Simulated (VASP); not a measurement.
## Sb2S: single point with PBE

Crystal: Sb2S.

```xyz
3
Lattice="3.3369 0.0000 0.0000 -1.6685 2.8899 0.0000 0.0000 0.0000 8.1682" Properties=species:S:1:pos:R:3 pbc="T T T"
Sb    0.0000    0.0000    1.5494
Sb    0.0000    0.0000    6.6188
S     0.0000    0.0000    4.0841
```

The cell was generated, and may not be a known phase.

```
Program                : VASP 6.6.1
Task                   : single point
Functional             : PBE
Potentials or basis    : VASP PAW PBE potentials, release 64 (Sb, S)
Cutoff                 : 520 eV
k mesh                 : 6 × 6 × 4
Occupations            : gaussian, width 0.1 eV
Spin                   : no spin polarisation
Dipole correction      : no
Further INCAR settings : ALGO = Normal; EDIFF = 1e-07; NBANDS = 15
```

| Property | Result |
| --- | --- |
| Pressure | -0.2 GPa |
| Largest force | 0.024 eV/Å |
| Band gap on the k mesh | zero (bands 8 and 9 overlap by 6.63 eV) |

Forces in eV/Å, atoms in the order of the input:
```
Sb   0.000  0.000 -0.024
Sb   0.000  0.000  0.024
S    0.000  0.000  0.000
```

Stress tensor (GPa, compression positive):
```
-0.39  0.00  0.00
 0.00 -0.39  0.00
 0.00  0.00  0.07
```

Levels at points of the mesh, in eV from the Fermi level:
| k point | band 6 | band 7 | band 8 | band 9 | band 10 | band 11 |
| --- | --- | --- | --- | --- | --- | --- |
| (0.00, 0.00, 0.00) | 0.38 | 0.38 | 4.78 | 4.78 | 4.88 | 5.21 |
| (0.50, 0.00, 0.00) | -3.02 | -2.24 | -0.74 | -0.40 | 2.17 | 2.52 |
| (0.00, 0.00, 0.50) | 0.39 | 1.19 | 1.41 | 4.29 | 4.29 | 5.84 |
| (0.50, 0.00, 0.50) | -4.38 | -2.28 | -0.69 | 1.59 | 3.21 | 3.24 |

Run time: 53 s on 1 thread of AMD EPYC 7R13, with other jobs on the host, peak memory 0.18 GiB.

Caveat: the k points lie up to 0.36 Å⁻¹ apart, too coarse for converged energies and pressures of a metal; spin-orbit coupling is left out, which moves the levels of the heavy elements.
